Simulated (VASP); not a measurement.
## BaTiO3: single point with r2SCAN

BaTiO3:

```
Ba Ti O
1.0
     2.82737    1.63238    2.31839
    -2.82737    1.63238    2.31839
     0.00000   -3.26476    2.31839
Ba Ti O
1 1 3
Direct
  0.00000 0.00000 0.00000
  0.48450 0.48450 0.48450
  0.50860 0.50860 0.01750
  0.01750 0.50860 0.50860
  0.50860 0.01750 0.50860
```

- Program: VASP 6.6.1
- Task: single point
- Functional: r2SCAN
- Potentials or basis: VASP PAW PBE potentials, release 64 (Ba_sv, Ti_sv, O)
- Cutoff: 520 eV
- k mesh: 4 × 4 × 4
- Occupations: gaussian, width 0.01 eV
- Spin: no spin polarisation
- Dipole correction: no
- Further INCAR settings: ALGO = Normal; EDIFF = 1e-06; NBANDS = 28

- Pressure: 3.9 GPa
- Largest force: 0.203 eV/Å
- Band gap on the k mesh: 2.77 eV, indirect (least direct gap 3.18 eV)

Forces on the atoms (eV/Å):
```
Ba   0.000  0.000 -0.122
Ti   0.000  0.000  0.203
O    0.000  0.119 -0.027
O   -0.103 -0.060 -0.027
O    0.103 -0.060 -0.027
```

Stress tensor (GPa, compression positive):
```
3.98 0.00 0.00
0.00 3.98 0.00
0.00 0.00 3.79
```

Levels at points of the mesh, in eV from the valence-band top:
```csv
k point,band 17,band 18,band 19,band 20,band 21,band 22,band 23,band 24
"(0.00, 0.00, 0.00)",-1.10,-0.52,-0.41,-0.41,2.77,2.77,2.90,4.80
"(0.50, 0.00, 0.00)",-1.68,-1.62,-0.98,-0.87,2.94,4.17,4.27,4.76
"(0.50, 0.50, 0.00)",-1.68,-0.91,-0.86,-0.09,4.24,4.25,4.61,5.43
"(0.50, 0.50, 0.50)",-2.36,-0.02,-0.02,0.00,4.72,4.88,4.88,7.26
```

Wall time 93 s on 1 thread of Intel Xeon 6975P-C, with other jobs on the host, peak memory 0.18 GiB.

Caveat: the PAW data sets were made with another functional, which shifts forces and pressure a little; spin-orbit coupling is left out, which moves the levels of the heavy elements. A k mesh can miss the band edges.
